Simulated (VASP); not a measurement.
# MgO (P6_3mc) in VASP: a series of runs, part 2 of 2

VASP 6.6.1. Earlier steps stand in the parts before.

### 5 Single point, PBE

This run uses another cell than the first one, of 11.96 Å³/atom, 1.019 times its volume.

Contents of INCAR:

```
SYSTEM = MgO
PREC = Accurate
ENCUT = 520
EDIFF = 1E-7
ISMEAR = 0
SIGMA = 0.05
LREAL = .False.
LASPH = .True.
NELM = 100
ALGO = Normal
ISIF = 2
LWAVE = .False.
LCHARG = .False.
GGA = PE
NBANDS = 16
```

Contents of KPOINTS:

```
Automatic mesh
0
Gamma
  9 9 6
  0 0 0
```

Contents of POSCAR:

```
MgO
1.0
    3.1606000000      0.0000000000      0.0000000000
   -1.5803000000      2.7371598912      0.0000000000
    0.0000000000      0.0000000000      5.5313000000
Mg O
2 2
Direct
    0.3333333333      0.6666666667      0.0063188013
    0.6666666667      0.3333333333      0.5063188013
    0.3333333333      0.6666666667      0.3982811987
    0.6666666667      0.3333333333      0.8982811987
```

Started as:

```console
$ cat potpaw_PBE.64/Mg/POTCAR potpaw_PBE.64/O/POTCAR > POTCAR
$ mpirun -np 1 vasp_std > vasp.out
```

It took 35 s on 1 thread of Intel Xeon Platinum 8488C (Sapphire Rapids), shared host; peak memory 0.18 GiB.

It converged, with:

```
Free energy            : -23.2261 eV
Pressure               : 5.4 GPa
Largest force          : 0.822 eV/Å
Band gap on the k mesh : 3.63 eV, direct
```

Forces on the atoms (eV/Å):
```
Mg   0.000  0.000  0.822
Mg   0.000  0.000  0.822
O    0.000  0.000 -0.822
O    0.000  0.000 -0.822
```

Stress tensor (GPa, compression positive):
```
 13.34   0.00   0.00
  0.00  13.34   0.00
  0.00   0.00 -10.46
```

Levels at points of the mesh, in eV from the valence-band top:
| k point | band 5 | band 6 | band 7 | band 8 | band 9 | band 10 | band 11 | band 12 |
| --- | --- | --- | --- | --- | --- | --- | --- | --- |
| (0.00, 0.00, 0.00) | -0.15 | -0.05 | 0.00 | 0.00 | 3.63 | 9.00 | 9.58 | 15.40 |
| (0.00, 0.00, 0.50) | -0.08 | -0.08 | -0.08 | -0.08 | 6.05 | 6.05 | 12.51 | 12.51 |

### 6 Single point, PBE

This run uses another cell than the first one, of 12.08 Å³/atom, 1.029 times its volume.

Contents of INCAR:

```
SYSTEM = MgO
PREC = Accurate
ENCUT = 520
EDIFF = 1E-6
ISMEAR = 0
SIGMA = 0.05
LREAL = .FALSE.
LASPH = .TRUE.
NELM = 80
ALGO = Normal
ISIF = 2
LWAVE = .FALSE.
LCHARG = .FALSE.
GGA = PE
NBANDS = 16
```

Contents of KPOINTS:

```
regular mesh
0
G
  9 9 6
  0 0 0
```

Contents of POSCAR:

```
MgO
1.0
    3.3926000000      0.0000000000      0.0000000000
   -1.6963000000      2.9380777849      0.0000000000
    0.0000000000      0.0000000000      4.8484000000
Mg O
2 2
Direct
    0.3333333333      0.6666666667      0.0063188013
    0.6666666667      0.3333333333      0.5063188013
    0.3333333333      0.6666666667      0.3982811987
    0.6666666667      0.3333333333      0.8982811987
```

Potentials or basis: VASP PAW PBE potentials, release 64 (Mg, O).

Started as:

```console
$ cat potpaw_PBE.64/Mg/POTCAR potpaw_PBE.64/O/POTCAR > POTCAR
$ mpirun -np 1 vasp_std > vasp.out
```

OUTCAR:

```text
SYSTEM = MgO
   PREC = Accurate
   ENCUT = 520
   EDIFF = 1E-6
   ISMEAR = 0
   LREAL = .FALSE.
   LASPH = .TRUE.
   NELM = 80
   ISIF = 2
   GGA = PE

 ion  position               nearest neighbor table
   1  0.333  0.667  0.006-   3 1.90   4 2.03   4 2.03   4 2.03   2 3.12   2 3.12   2 3.12   2 3.12
                             2 3.12   2 3.12
   2  0.667  0.333  0.506-   4 1.90   3 2.03   3 2.03   3 2.03   1 3.12   1 3.12   1 3.12   1 3.12
                             1 3.12   1 3.12
   3  0.333  0.667  0.398-   1 1.90   2 2.03   2 2.03   2 2.03
   4  0.667  0.333  0.898-   2 1.90   1 2.03   1 2.03   1 2.03

  LATTYP: Found a hexagonal cell.
 ALAT       =     3.3926000000
 C/A-ratio  =     1.4291104168

  Lattice vectors:

 A1 = (   3.3926000000,   0.0000000000,   0.0000000000)
 A2 = (  -1.6963000000,   2.9380777849,   0.0000000000)
 A3 = (   0.0000000000,   0.0000000000,   4.8484000000)

Analysis of symmetry for initial positions (statically):
=====================================================================
 Subroutine PRICEL returns:
 Original cell was already a primitive cell.

 Routine SETGRP: Setting up the symmetry group for a
 hexagonal supercell.

 Subroutine GETGRP returns: Found 12 space group operations
 (whereof  6 operations were pure point group operations)
[... 171 lines left out ...]
 E-fermi :   1.3421     XC(G=0):  -9.6377

 val. band max:        1.0384122910   @ k =   0.0000   0.0000   0.0000
 cond. band min:       4.3563579029   @ k =   0.0000   0.0000   0.0000
 fundamental gap:      3.3179456118
 Fermi energy:         1.3421347958

 k-point     1 :       0.0000    0.0000    0.0000
  band No.  band energies     occupation
      1     -15.1758      2.00000
      2     -14.3207      2.00000
      3      -2.0905      2.00000
      4       0.1850      2.00000
      5       0.1850      2.00000
      6       0.5999      2.00000
[... 433 lines left out ...]
      3      -1.6344      2.00000
      4      -1.1789      2.00000
      5      -1.1789      2.00000
      6      -0.2319      2.00000
[... 8 lines left out ...]
     15      14.4703      0.00000
     16      17.6343      0.00000

 [... further k-points ...]
[... 5 lines left out ...]
  --------------------------------------------------------------------------------------
  -------------------------------------------------------------------------------------
  Total       -1.3451491     -1.3451491      3.5103633      0.0000000      0.0000000      0.0000000
  in kB      -44.5950472    -44.5950472    116.3772941      0.0000000      0.0000000      0.0000000
  external PRESSURE =       9.0623999 kB  Pullay stress =       0.0000000 kB

 VOLUME and BASIS-vectors are now :
 -----------------------------------------------------------------------------
  energy-cutoff  :      520.00
  volume of cell :       48.33
      direct lattice vectors                 reciprocal lattice vectors
     3.392600000  0.000000000  0.000000000     0.294759182  0.170179293  0.000000000
    -1.696300000  2.938077785  0.000000000     0.000000000  0.340358586  0.000000000
     0.000000000  0.000000000  4.848400000     0.000000000  0.000000000  0.206253609

 POSITION                                       TOTAL-FORCE (eV/Angst)
 -----------------------------------------------------------------------------------
     -0.00000      1.95872      0.03064        -0.000000      0.000000     -0.963014
      1.69630      0.97936      2.45484         0.000000     -0.000000     -0.963014
     -0.00000      1.95872      1.93103         0.000000     -0.000000      0.963014
      1.69630      0.97936      4.35523        -0.000000     -0.000000      0.963014
 -----------------------------------------------------------------------------------
    total drift:                                0.000000      0.000000     -0.000898

  FREE ENERGIE OF THE ION-ELECTRON SYSTEM (eV)
  ---------------------------------------------------
  free  energy   TOTEN  =       -23.4119783383 eV

  energy  without entropy=      -23.4119783383  energy(sigma->0) =      -23.41197834
```

stdout:

```text
POSCAR found type information on POSCAR MgO
 POSCAR found :  2 types and       4 ions
 scaLAPACK will be used
 LDA part: xc-table for (Slater+PW92), standard interpolation
 POSCAR, INCAR and KPOINTS ok, starting setup
 FFT: planning ... GRIDC
 FFT: planning ... GRID_SOFT
 FFT: planning ... GRID
 WAVECAR not read
 entering main loop
```

Run time: 36 s. Hardware: 1 thread of Intel Xeon Platinum 8488C (Sapphire Rapids), shared host; peak memory 0.18 GiB.

What came out:

| Item | Value |
| --- | --- |
| Free energy | -23.4120 eV |
| Pressure | 0.9 GPa |
| Largest force | 0.963 eV/Å |
| Band gap on the k mesh | 3.32 eV, direct |

Forces on the atoms (eV/Å):
```
Mg   0.000  0.000 -0.963
Mg   0.000  0.000 -0.963
O    0.000  0.000  0.963
O    0.000  0.000  0.963
```

A k mesh can miss the band edges.

### 7 The runs side by side

```tsv
cell	gap on the mesh (eV)	pressure (GPa)	largest force (eV/Å)
a = 3.393, b = 3.393, c = 4.712 Å, angles 90.0, 90.0, 120.0°, 4 atoms	3.43	5.3	1.63
a = 3.315, b = 3.315, c = 4.985 Å, angles 90.0, 90.0, 120.0°, 4 atoms	3.49	2.7	0.32
a = 3.238, b = 3.238, c = 5.258 Å, angles 90.0, 90.0, 120.0°, 4 atoms	3.59	3.0	0.42
a = 3.161, b = 3.161, c = 5.531 Å, angles 90.0, 90.0, 120.0°, 4 atoms	3.63	5.4	0.82
a = 3.393, b = 3.393, c = 4.848 Å, angles 90.0, 90.0, 120.0°, 4 atoms	3.32	0.9	0.96
```

Alike in all rows: task single point; level PBE; potentials or basis VASP PAW PBE potentials, release 64 (Mg, O); no spin polarisation; k mesh 9 × 9 × 6; cutoff (eV) 520; smearing gaussian 0.05 eV.

Caveats: forces of over 1 eV/Å act on the atoms, so gaps and moduli don't describe the material at rest (some runs).

Absolute energies hang on the potentials; compare differences alone.
